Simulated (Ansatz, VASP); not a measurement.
## SiGe: VASP beside Ansatz

INCAR

```
SYSTEM = SiGe
ALGO = Normal
EDIFF = 1E-6
ENCUT = 520
ISIF = 2
ISMEAR = 0
LASPH = .TRUE.
LCHARG = .FALSE.
LREAL = .FALSE.
LWAVE = .FALSE.
NBANDS = 26
NELM = 80
PREC = Accurate
SIGMA = 0.03
```

File KPOINTS:

```
k-points
0
G
  12 12 6
  0 0 0
```

File POSCAR:

```
SiGe
1.0
    3.8347660222      0.0000000000      0.0000000000
   -1.9173830111      3.3210047928      0.0000000000
    0.0000000000      0.0000000000      6.3373575767
Si Ge
2 2
Direct
    0.6666666667      0.3333333333      0.8745031008
    0.3333333333      0.6666666667      0.3745031008
    0.6666666667      0.3333333333      0.5161337307
    0.3333333333      0.6666666667      0.0161337307
```

Input for Ansatz:

```yaml
crystal:
  lattice:
    - [3.8347660222, 0.0, 0.0]
    - [-1.9173830111, 3.3210047928, 0.0]
    - [0.0, 0.0, 6.3373575767]
  atoms:
    - { symbol: Si, position: [0.6666666667, 0.3333333333, 0.8745031008] }
    - { symbol: Si, position: [0.3333333333, 0.6666666667, 0.3745031008] }
    - { symbol: Ge, position: [0.6666666667, 0.3333333333, 0.5161337307] }
    - { symbol: Ge, position: [0.3333333333, 0.6666666667, 0.0161337307] }
basis:
  ecutwfc: 420
kpoints:
  mp_grid: { grid: [12, 12, 6] }
hamiltonian:
  xc: lda
  pseudopotentials: { kind: paw, azcp: { folder: soft_1 } }
scf:
  occupations: { method: gaussian, width: 0.03 }
output:
  forces: true
  stress: true
  eigenvalues: true
```

Alike in both runs: task single point; functional LDA; k mesh 12 × 12 × 6; occupations gaussian, width 0.03 eV; no spin polarisation.

```csv
,VASP,Ansatz
version,VASP 6.6.1,Ansatz 0.2.0
potentials or method,"VASP PAW LDA potentials, release 64 (Si, Ge_d), cutoff 520 eV","scalar-relativistic, plane waves, PAW"
valence electrons in the cell,36,36
```

|  | VASP | Ansatz | Ansatz less VASP |
| --- | --- | --- | --- |
| gap on the k mesh at the Fermi level (eV) | none | none | - |
| pressure (GPa) | 2.8 | 2.7 | -0.09 |
| traceless stress, the component that is largest in VASP (GPa) | 5.17 | 5.15 | -0.020 |
| rms of the force components (eV/Å) | 0.854 | 0.853 | -0.0008 |

Ansatz warns that its potentials were made for another functional, while VASP's fit it. LDA's correlation is that of Perdew and Zunger in VASP and of Perdew and Wang (1992) in Ansatz. Atom by atom the forces differ by 0.001 eV/Å (rms over components). A gap of «none» marks a metal or a gap that the smearing closes.
